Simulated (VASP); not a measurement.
The system is Co.

```
CELL_PARAMETERS angstrom
2.48736 0.00000 0.00000
-1.24368 2.15412 0.00000
0.00000 0.00000 4.06329
ATOMIC_POSITIONS crystal
Co 0.33333 0.66667 0.74014
Co 0.66667 0.33333 0.25986
```

Base run:

- Program: VASP 6.6.1
- Functional: PBE
- Potentials or basis: VASP PAW PBE potentials, release 64 (Co)
- Cutoff: 520 eV
- k mesh: 10 × 10 × 6
- Occupations: fermi-dirac, width 0.05 eV
- Spin: collinear spin, ferromagnetic start
- Starting moments: [1.0, 1.0] μB
- Fixed moment: 2 μB

Its results: pressure -7.2 GPa; site moments Co +1.02 μB; largest force 0.601 eV/Å.

Task: The run is repeated on the same cell with these changes: fixed moment from 2 μB to 8 μB; moments at the start from [1.0, 1.0] to [4.0, 4.0]. What comes out?

Result: Pressure 108.5 GPa; site moments Co +3.73 μB; largest force 1.199 eV/Å.

Caveats: the total moment is fixed, so each spin has its own Fermi level; the cell stands under tension (at least some runs); the cell stands under pressure (at least some runs); forces of over 1 eV/Å act on the atoms, so gaps and moduli don't describe the material at rest (at least some runs).
